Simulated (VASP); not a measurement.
Runs of VASP 6.6.1 on RbZnI3. The structure is that of space group Pm-3m (No. 221), or close to it. The cells are those of the table. 

| level | cell | gap on the mesh (eV) | pressure (GPa) |
| --- | --- | --- | --- |
| PBE | a = 5.893 Å, 5 atoms | none | -1.0 |
| PBE | a = 5.836 Å, 5 atoms | none | -0.5 |
| r2SCAN | a = 5.722 Å, 5 atoms | none | (a) |
| PBE | a = 5.722 Å, 5 atoms | none | 0.7 |
| r2SCAN | a = 5.778 Å, 5 atoms | none | (b) |

Alike in all rows: task single point; potentials or basis VASP PAW PBE potentials, release 64 (Rb_sv, Zn, I); no spin polarisation; k mesh 4 × 4 × 4; cutoff (eV) 520; smearing fermi-dirac 0.02 eV.

Task: Fill in the values left out.

Result: (a) 0.0; (b) -0.7.

Caveats: spin-orbit coupling is left out, which moves the levels of the heavy elements; the PAW data sets were made with another functional, which shifts forces and pressure a little (some runs).

A k mesh can miss the band edges, and the runs leave out spin-orbit coupling on I, Rb.

A gap of «none» marks levels without a gap at the run's occupations.
